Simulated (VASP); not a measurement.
# AgSnCl2 (P-3m1) in VASP: a series of runs

AgSnCl2 is run at these levels: PBE; tasks: single point, relaxation of cell and atoms.

Program: VASP 6.6.1. These are calculated values, not measurements. Logs are shortened: lines on timing, memory, paths and dates and some standing lists are left out, and cuts for length are marked.

## 1. The cell of the first run

It takes space group P-3m1 (No. 164, trigonal). The conventional cell has a = 3.606 Å, b = 3.606 Å, c = 5.854 Å, α = 90.00°, β = 90.00°, γ = 120.00°. Within 3.4 Å of Ag (site symmetry -3m) lie 6 Cl at 2.57 Å and 2 Sn at 2.93 Å. Within 3.3 Å of Sn (site symmetry -3m) lie 6 Cl at 2.52 Å and 2 Ag at 2.93 Å. Within 3.3 Å of Cl (site symmetry 3m) lie 3 Sn at 2.52 Å and 3 Ag at 2.57 Å.

## 2. Single point, PBE

File INCAR:

```
PREC     = Accurate       # precision mode
ENCUT    = 520            # plane-wave cutoff, eV
EDIFF    = 1E-6           # SCF threshold, eV
ISMEAR   = 0              # smearing method
SIGMA    = 0.1            # smearing width, eV
LREAL    = F              # projectors in reciprocal space
LASPH    = T              # aspherical terms in the spheres
NELM     = 100            # most SCF steps
ALGO     = Normal         # electronic algorithm
ISIF     = 2              # what is computed and relaxed
LWAVE    = F              # write WAVECAR
LCHARG   = F              # write CHGCAR
GGA      = PE             # functional
NBANDS   = 28             # bands
```

File KPOINTS:

```
regular mesh
0
Gamma
  6 6 4
```

File POSCAR:

```
AgSnCl2
1.0
    3.6058710800      0.0000000000      0.0000000000
   -1.8029355400      3.1227759500      0.0000000000
    0.0000000000      0.0000000000      5.8544067400
Ag Sn Cl
1 1 2
Direct
    0.0000000000      0.0000000000      0.5000000000
    0.0000000000      0.0000000000      0.0000000000
    0.6666666700      0.3333333300      0.2426012700
    0.3333333300      0.6666666700      0.7573987300
```

Potentials or basis: VASP PAW PBE potentials, release 64 (Ag, Sn_d, Cl).

On the command line:

```
$ cat potpaw_PBE.64/Ag/POTCAR potpaw_PBE.64/Sn_d/POTCAR potpaw_PBE.64/Cl/POTCAR > POTCAR
$ mpirun -np 1 vasp_std > vasp.out
```

OUTCAR:

```text
PREC = Accurate
   ENCUT = 520
   EDIFF = 1E-6
   ISMEAR = 0
   LREAL = F
   LASPH = T
   NELM = 100
   ISIF = 2
   GGA = PE

 ion  position               nearest neighbor table
   1  0.000  0.000  0.500-   3 2.57   4 2.57   4 2.57   3 2.57   3 2.57   4 2.57   2 2.93   2 2.93

   2  0.000  0.000  0.000-   3 2.52   4 2.52   4 2.52   3 2.52   3 2.52   4 2.52   1 2.93   1 2.93

   3  0.667  0.333  0.243-   2 2.52   2 2.52   2 2.52   1 2.57   1 2.57   1 2.57
   4  0.333  0.667  0.757-   2 2.52   2 2.52   2 2.52   1 2.57   1 2.57   1 2.57

  LATTYP: Found a hexagonal cell.
 ALAT       =     3.6058710800
 C/A-ratio  =     1.6235762761

  Lattice vectors:

 A1 = (   3.6058710800,   0.0000000000,   0.0000000000)
 A2 = (  -1.8029355400,   3.1227759500,   0.0000000000)
 A3 = (   0.0000000000,   0.0000000000,   5.8544067400)

Analysis of symmetry for initial positions (statically):
=====================================================================
 Subroutine PRICEL returns:
 Original cell was already a primitive cell.

 Routine SETGRP: Setting up the symmetry group for a
 hexagonal supercell.

 Subroutine GETGRP returns: Found 12 space group operations
 (whereof 12 operations were pure point group operations)
 out of a pool of 24 trial point group operations.

The static configuration has the point symmetry D_3d.

Analysis of symmetry for dynamics (positions and initial velocities):
=====================================================================
 Subroutine PRICEL returns:
 Original cell was already a primitive cell.

 Routine SETGRP: Setting up the symmetry group for a
 hexagonal supercell.

 Subroutine GETGRP returns: Found 12 space group operations
 (whereof 12 operations were pure point group operations)
 out of a pool of 24 trial point group operations.

The dynamic configuration has the point symmetry D_3d.

 Subroutine INISYM returns: Found 12 space group operations
 (whereof 12 operations are pure point group operations),
 and found     1 'primitive' translations

----------------------------------------------------------------------------------------

                                     Primitive cell

  volume of cell :      65.9225

  direct lattice vectors                    reciprocal lattice vectors
     3.605871080  0.000000000  0.000000000     0.277325500  0.160113952  0.000000000
    -1.802935540  3.122775950  0.000000000     0.000000000  0.320227905  0.000000000
     0.000000000  0.000000000  5.854406740     0.000000000  0.000000000  0.170811501

  length of vectors
     3.605871080  3.605871073  5.854406740     0.320227904  0.320227905  0.170811501

  position of ions in fractional coordinates (direct lattice)
     0.000000000  0.000000000  0.500000000
     0.000000000  0.000000000  0.000000000
     0.666666670  0.333333330  0.242601270
     0.333333330  0.666666670  0.757398730

  ion indices of the primitive-cell ions
   primitive index   ion index
                 1           1
                 2           2
                 3           3
                 4           4

----------------------------------------------------------------------------------------

 KPOINTS: regular mesh

Automatic generation of k-mesh.
 Grid dimensions read from file:
 generate k-points for:    6    6    4

 Generating k-lattice:

  Cartesian coordinates                     Fractional coordinates (reciprocal lattice)
     0.046220917  0.026685659  0.000000000     0.166666667  0.000000000  0.000000000
     0.000000000  0.053371317  0.000000000     0.000000000  0.166666667  0.000000000
     0.000000000  0.000000000  0.042702875     0.000000000  0.000000000  0.250000000

  Length of vectors
     0.053371317  0.053371317  0.042702875

  Shift w.r.t. Gamma in fractional coordinates (k-lattice)
     0.000000000  0.000000000  0.000000000

 Subroutine IBZKPT returns following result:
 ===========================================

 Found     24 irreducible k-points:

 Following reciprocal coordinates:
            Coordinates               Weight
  0.000000  0.000000  0.000000      1.000000
  0.166667  0.000000  0.000000      6.000000
  0.333333  0.000000  0.000000      6.000000
  0.500000  0.000000  0.000000      3.000000
  0.166667  0.166667  0.000000      6.000000
  0.333333  0.166667  0.000000     12.000000
[... 16 lines left out ...]
  0.333333  0.166667  0.500000     12.000000
  0.333333  0.333333  0.500000      2.000000
   k-points           NKPTS =     24   k-points in BZ     NKDIM =     24   number of bands    NBANDS=     28
   number of dos      NEDOS =    301   number of ions     NIONS =      4
   total plane-waves  NPLWV =  37632
   dimension x,y,z NGX =    28 NGY =   28 NGZ =   48
   dimension x,y,z NGXF=    56 NGYF=   56 NGZF=   96
   ions per type =               1   1   2
   NGX,Y,Z   is equivalent  to a cutoff of  12.91, 12.91, 13.63 a.u.
   NGXF,Y,Z  is equivalent  to a cutoff of  25.82, 25.82, 27.26 a.u.
 SYSTEM =  unknown system
   PREC   = accura    normal or accurate (medium, high low for compatibility)
   ISTART =      0    job   : 0-new  1-cont  2-samecut
   ICHARG =      2    charge: 1-file 2-atom 10-const
   ISPIN  =      1    spin polarized calculation?
   LNONCOLLINEAR =      F non collinear calculations
   LSORBIT =      F    spin-orbit coupling
   LASPH  =      T    aspherical Exc in radial PAW
   ENCUT  =  520.0 eV  38.22 Ry    6.18 a.u.   6.70  6.70 10.89*2*pi/ulx,y,z
   NELM   =    100;   NELMIN=  2; NELMDL= -5     # of ELM steps
   EDIFF  = 0.1E-05   stopping-criterion for ELM
   LREAL  =      F    real-space projection
   EDIFFG = 0.1E-04   stopping-criterion for IOM
   NSW    =      0    number of steps for IOM
   IBRION =     -1    ionic relax: 0-MD 1-quasi-New 2-CG
   NFREE  =      0    steps in history (QN), initial steepest desc. (CG)
   ISIF   =      2    stress and relaxation
   ISYM   =      2    0-nonsym 1-usesym 2-fastsym
   POTIM  = 0.5000    time-step for ionic-motion
   TEBEG  =    0.0;   TEEND  =   0.0 temperature during run
   PSTRESS=    0.0 pullay stress
   NELECT =      39.0000    total number of electrons
   NUPDOWN=      -1.0000    fix difference up-down
   EMIN   =  10.00;   EMAX   =-10.00  energy-range for DOS
   EFERMI =   0.00;   METHOD = LEGACY
   ISMEAR =     0;   SIGMA  =   0.10  broadening in eV -4-tet -1-fermi 0-gaus
   EFERMI_NEDOS =   21; number of points for ismear=-14 and -15
   IALGO  =     38    algorithm
   IMIX   =      4    mixing-type and parameters
     AMIX     =   0.40;   BMIX     =  1.00
     AMIX_MAG =   1.60;   BMIX_MAG =  1.00
  volume/ion in A,a.u.               =      16.48       111.22
  Fermi-wavevector in a.u.,A,eV,Ry     =   1.374311  2.597071 25.697746  1.888731
  Thomas-Fermi vector in A             =   2.499749
   LORBIT       =      0    0 simple, 1 ext, 2 COOP (PROOUT), +10 PAW based schemes
   GGA     = PE    functional components
   LHFCALC =     F    Hartree Fock is set to
   AEXX    =    0.0000 exact exchange contribution
   IVDW    =     0    specifies the selected vdW correction
   LEPSILON=     F    determine dielectric tensor
   LRPA    =     F    only Hartree local field effects (RPA)
 non-spin polarized calculation
 Gauss-broadening in eV      SIGMA  =   0.10
  energy-cutoff  :      520.00
  volume of cell :       65.92
 maximum number of plane-waves:      1798
 NGX is ok and might be reduce to    28
   NGX = 13   NGY = 13   NGZ = 21

 number of electron      39.0000001 magnetization

 Free energy of the ion-electron system (eV)
  ---------------------------------------------------
  ext. energy  EPLUGINS =         0.00000000
  ---------------------------------------------------
  free energy    TOTEN  =        -6.79813531 eV

  energy without entropy =       -6.78837391  energy(sigma->0) =       -6.79325461

 E-fermi :  11.5416     XC(G=0): -11.5645

 val. band max:       11.5247234728   @ k =  -0.1667   0.5000   0.2500
 cond. band min:      11.5814769740   @ k =   0.1667   0.0000   0.2500
 fundamental gap:      0.0567535012
 Fermi energy:        11.5415727990

 k-point     1 :       0.0000    0.0000    0.0000
  band No.  band energies     occupation
      1     -11.4791      2.00000
      2     -11.4791      2.00000
      3     -11.4152      2.00000
      4     -11.3597      2.00000
      5     -11.3597      2.00000
      6      -8.9720      2.00000
[... 20 lines left out ...]
     27      18.5134      0.00000
     28      18.5135      0.00000

 k-point     2 :       0.1667    0.0000    0.0000
  band No.  band energies     occupation
      1     -11.5414      2.00000
      2     -11.4612      2.00000
      3     -11.4003      2.00000
      4     -11.3750      2.00000
      5     -11.3565      2.00000
      6      -8.7503      2.00000
[... 20 lines left out ...]
     27      18.2178      0.00000
     28      19.0009      0.00000

 k-point     3 :       0.3333    0.0000    0.0000
  band No.  band energies     occupation
      1     -11.6694      2.00000
      2     -11.4388      2.00000
      3     -11.4069      2.00000
      4     -11.3561      2.00000
      5     -11.3360      2.00000
      6      -8.1940      2.00000
[... 20 lines left out ...]
     27      19.3693      0.00000
     28      20.3604      0.00000

 k-point     4 :       0.5000    0.0000    0.0000
  band No.  band energies     occupation
      1     -11.7306      2.00000
      2     -11.4347      2.00000
      3     -11.4164      2.00000
      4     -11.3392      2.00000
      5     -11.3183      2.00000
      6      -7.8031      2.00000
[... 578 lines left out ...]
     27      18.0834      0.00000
     28      19.0811      0.00000

 k-point    23 :       0.3333    0.1667    0.5000
  band No.  band energies     occupation
      1     -11.6809      2.00000
      2     -11.4876      2.00000
      3     -11.3962      2.00000
      4     -11.3481      2.00000
      5     -11.3272      2.00000
      6      -7.7490      2.00000
[... 20 lines left out ...]
     27      18.3942      0.00000
     28      20.3166      0.00000

 k-point    24 :       0.3333    0.3333    0.5000
  band No.  band energies     occupation
      1     -11.6002      2.00000
      2     -11.6002      2.00000
      3     -11.3619      2.00000
      4     -11.3619      2.00000
      5     -11.3405      2.00000
      6      -7.3711      2.00000
[... 20 lines left out ...]
     27      19.2938      0.00000
     28      19.2938      0.00000

------------------------ aborting loop because EDIFF is reached ----------------------------------------

  FORCE on cell =-STRESS in cart. coord.  units (eV):
  Direction    XX          YY          ZZ          XY          YZ          ZX
  --------------------------------------------------------------------------------------
  -------------------------------------------------------------------------------------
  Total       21.5372613     21.5372612     22.0012173      0.0000000      0.0000000     -0.0000000
  in kB      523.4402885    523.4402858    534.7162451      0.0000000      0.0000000     -0.0000000
  external PRESSURE =     527.1989398 kB  Pullay stress =       0.0000000 kB

 VOLUME and BASIS-vectors are now :
 -----------------------------------------------------------------------------
  energy-cutoff  :      520.00
  volume of cell :       65.92
      direct lattice vectors                 reciprocal lattice vectors
     3.605871080  0.000000000  0.000000000     0.277325500  0.160113952  0.000000000
    -1.802935540  3.122775950  0.000000000     0.000000000  0.320227905  0.000000000
     0.000000000  0.000000000  5.854406740     0.000000000  0.000000000  0.170811501

 POSITION                                       TOTAL-FORCE (eV/Angst)
 -----------------------------------------------------------------------------------
      0.00000      0.00000      2.92720         0.000000      0.000000     -0.000000
      0.00000      0.00000      0.00000         0.000000      0.000000     -0.000000
      1.80294      1.04093      1.42029         0.000000      0.000000      2.445362
     -0.00000      2.08185      4.43412        -0.000000     -0.000000     -2.445362
 -----------------------------------------------------------------------------------
    total drift:                               -0.000000      0.000000     -0.000000

  FREE ENERGIE OF THE ION-ELECTRON SYSTEM (eV)
  ---------------------------------------------------
  free  energy   TOTEN  =        -6.7981353089 eV

  energy  without entropy=       -6.7883739121  energy(sigma->0) =       -6.79325461
```

It took 19 s on 1 thread of Intel Xeon 6975P-C (Granite Rapids), shared host; peak memory 0.2 GiB.

Results:

- Free energy: -6.7981 eV
- Pressure: 52.7 GPa
- Largest force: 2.445 eV/Å

Forces on the atoms (eV/Å):
```
Ag   0.000  0.000  0.000
Sn   0.000  0.000  0.000
Cl   0.000  0.000  2.445
Cl   0.000  0.000 -2.445
```

Caveat: spin-orbit coupling is left out, which moves the levels of the heavy elements; an odd number of electrons without spin polarisation forces a metal; a magnetic or distorted state may lie lower.

## 3. Single point, PBE

This run uses another cell than the first one, of 23.89 Å³/atom, 1.450 times its volume.

File INCAR:

```
SYSTEM = AgSnCl2
PREC = Accurate ; ENCUT = 520
EDIFF = 1E-6 ; ISMEAR = 0
SIGMA = 0.1 ; LREAL = .FALSE.
LASPH = .TRUE. ; NELM = 80
ALGO = Normal ; ISIF = 2
LWAVE = .FALSE. ; LCHARG = .TRUE.
GGA = PE ; LELF = .TRUE.
LVHAR = .TRUE. ; NBANDS = 28
```

File KPOINTS:

```
regular mesh
0
G
  6 6 4
  0 0 0
```

File POSCAR:

```
AgSnCl2
1.0
    3.6154243250      0.0000000000      0.0000000000
   -1.8077121625      3.1310493109      0.0000000000
    0.0000000000      0.0000000000      8.4414520807
Ag Sn Cl
1 1 2
Direct
    0.0000000000      0.0000000000      0.5000000000
    0.0000000000      0.0000000000      0.0000000000
    0.6666666667      0.3333333333      0.2867315581
    0.3333333333      0.6666666667      0.7132684419
```

Potentials or basis: VASP PAW PBE potentials, release 64 (Ag, Sn_d, Cl).

On the command line:

```
$ cat potpaw_PBE.64/Ag/POTCAR potpaw_PBE.64/Sn_d/POTCAR potpaw_PBE.64/Cl/POTCAR > POTCAR
$ mpirun -np 1 vasp_std > vasp.out
```

It took 33 s on 1 thread of Intel Xeon 6975P-C (Granite Rapids), shared host; peak memory 0.24 GiB.

Results (log left out):

| Item | Value |
| --- | --- |
| Free energy | -11.8533 eV |
| Pressure | -0.1 GPa |

Stress tensor (GPa, compression positive):
```
-0.08  0.00  0.00
 0.00 -0.08  0.00
 0.00  0.00 -0.28
```

Levels at points of the mesh, in eV from the Fermi level:
```
           k point  band 17  band 18  band 19  band 20  band 21  band 22
(0.00, 0.00, 0.00)    -2.23    -1.18    -1.18     1.82     2.85     5.32
(0.50, 0.00, 0.00)    -2.19    -1.26    -1.01    -0.91     2.05     3.25
(0.00, 0.00, 0.50)    -2.21    -1.19    -1.19     0.39     4.41     5.26
(0.50, 0.00, 0.50)    -2.43    -1.97    -1.36    -0.57     2.50     3.38
```

Caveat: spin-orbit coupling is left out, which moves the levels of the heavy elements; an odd number of electrons without spin polarisation forces a metal; a magnetic or distorted state may lie lower.

## 4. Relaxation of cell and atoms, PBE

File INCAR:

```
PREC = Accurate ; ENCUT = 600
EDIFF = 1E-7 ; ISMEAR = 0
SIGMA = 0.1 ; LREAL = False
LASPH = True ; NELM = 60
ALGO = Normal ; ISIF = 3
LWAVE = False ; LCHARG = False
GGA = PE ; IBRION = 2
NSW = 90 ; EDIFFG = -0.04
```

File KPOINTS:

```
Automatic mesh
0
Gamma
  6 6 4
```

File POSCAR:

```
AgSnCl2
1.0
    3.6058710800      0.0000000000      0.0000000000
   -1.8029355400      3.1227759500      0.0000000000
    0.0000000000      0.0000000000      5.8544067400
Ag Sn Cl
1 1 2
Direct
    0.0000000000      0.0000000000      0.5000000000
    0.0000000000      0.0000000000      0.0000000000
    0.6666666700      0.3333333300      0.2426012700
    0.3333333300      0.6666666700      0.7573987300
```

On the command line:

```
$ cat potpaw_PBE.64/Ag/POTCAR potpaw_PBE.64/Sn_d/POTCAR potpaw_PBE.64/Cl/POTCAR > POTCAR
$ mpirun -np 1 vasp_std > vasp.out
```

It took 5.5 min on 1 thread of Intel Xeon 6975P-C (Granite Rapids), shared host; peak memory 0.23 GiB.

The run converged. Its results:

```yaml
Free_energy: -11.7047 eV
Relaxed_volume: 27.42 Å³/atom
Relaxed_cell: a = 4.720 Å, b = 4.720 Å, c = 5.685 Å, α = 90.00°, β = 90.00°, γ = 120.00°
Space_group_after_relaxing_to_0.05_Å: P-3m1 (No. 164)
Energy_gained_by_relaxing: 1226.5 meV/atom
Ionic_steps: 20
Pressure_after_relaxing: 0.0 GPa
Largest_force_after_relaxing: 0.008 eV/Å
```

Forces on the atoms (eV/Å):
```
Ag   0.000  0.000  0.000
Sn   0.000  0.000  0.000
Cl   0.000  0.000 -0.008
Cl   0.000  0.000  0.008
```

Step by step:
```tsv
step	energy change (eV)	largest force (eV/Å)	pressure (GPa)	volume (Å³)
1	0.0000	2.4459	52.77	65.92
2	-4.0658	0.2895	-4.51	132.46
3	-4.5076	0.0994	0.88	104.62
4	-4.5139	0.0207	-0.32	108.15
5	-4.5149	0.0411	-0.01	107.16
6	-4.5273	0.0148	0.02	107.19
7	-4.5780	0.1438	0.05	107.18
8	-4.7011	0.2703	0.14	106.77
9	-4.8022	0.3859	1.32	104.37
10	-4.8160	0.3496	0.63	105.46
11	-4.8202	0.3628	0.84	105.09
12	-4.8325	0.3628	0.36	106.62
13	-4.8340	0.3631	0.14	107.41
14	-4.8458	0.3361	0.00	107.88
15	-4.8727	0.2559	-0.36	109.30
16	-4.8914	0.1017	-0.90	112.15
17	-4.9018	0.0222	-0.20	110.26
18	-4.9024	0.0034	0.02	109.70
19	-4.9043	0.0005	0.02	109.70
20	-4.9059	0.0081	0.04	109.68
```

Final structure:
```
Ag Sn Cl
1.0
     4.72014    0.00000    0.00000
    -2.36007    4.08776    0.00000
     0.00000    0.00000    5.68450
Ag Sn Cl
1 1 2
Direct
  0.00000 0.00000 0.50000
  0.00000 0.00000 0.00000
  0.66667 0.33333 0.22772
  0.33333 0.66667 0.77228
```

Levels at points of the mesh, in eV from the Fermi level:
```tsv
k point	band 16	band 17	band 18	band 19	band 20	band 21	band 22	band 23
(0.00, 0.00, 0.00)	-3.47	-2.99	-2.91	-2.91	-0.60	1.80	1.80	2.36
(0.50, 0.00, 0.00)	-3.68	-2.94	-2.69	-1.87	0.24	1.61	2.22	2.76
(0.00, 0.00, 0.50)	-3.86	-2.99	-2.82	-2.82	-0.70	1.95	1.95	4.90
(0.50, 0.00, 0.50)	-3.65	-3.17	-3.01	-2.36	-0.16	2.79	2.94	4.59
```

Caveat: the volume moved by over 15 % at a fixed basis, so the end points are rough; spin-orbit coupling is left out, which moves the levels of the heavy elements; an odd number of electrons without spin polarisation forces a metal; a magnetic or distorted state may lie lower.

## 5. Overview

| task | cell | cutoff (eV) | gap on the mesh (eV) | pressure (GPa) | largest force (eV/Å) |
| --- | --- | --- | --- | --- | --- |
| single point | a = 3.606, b = 3.606, c = 5.854 Å, angles 90.0, 90.0, 120.0°, 4 atoms | 520 | none | 52.7 | 2.45 |
| single point | a = 3.615, b = 3.615, c = 8.441 Å, angles 90.0, 90.0, 120.0°, 4 atoms | 520 | none | -0.1 | - |
| relaxation of cell and atoms | relaxed from a = 3.606, b = 3.606, c = 5.854 Å, angles 90.0, 90.0, 120.0°, 4 atoms | 600 | none | 0.0 | 0.01 |

Alike in all rows: level PBE; potentials or basis VASP PAW PBE potentials, release 64 (Ag, Sn_d, Cl); no spin polarisation; k mesh 6 × 6 × 4; smearing gaussian 0.1 eV.

Caveats: spin-orbit coupling is left out, which moves the levels of the heavy elements; an odd number of electrons without spin polarisation forces a metal; a magnetic or distorted state may lie lower; the volume moved by over 15 % at a fixed basis, so the end points are rough (some runs).

Absolute energies hang on the potentials; compare differences alone.
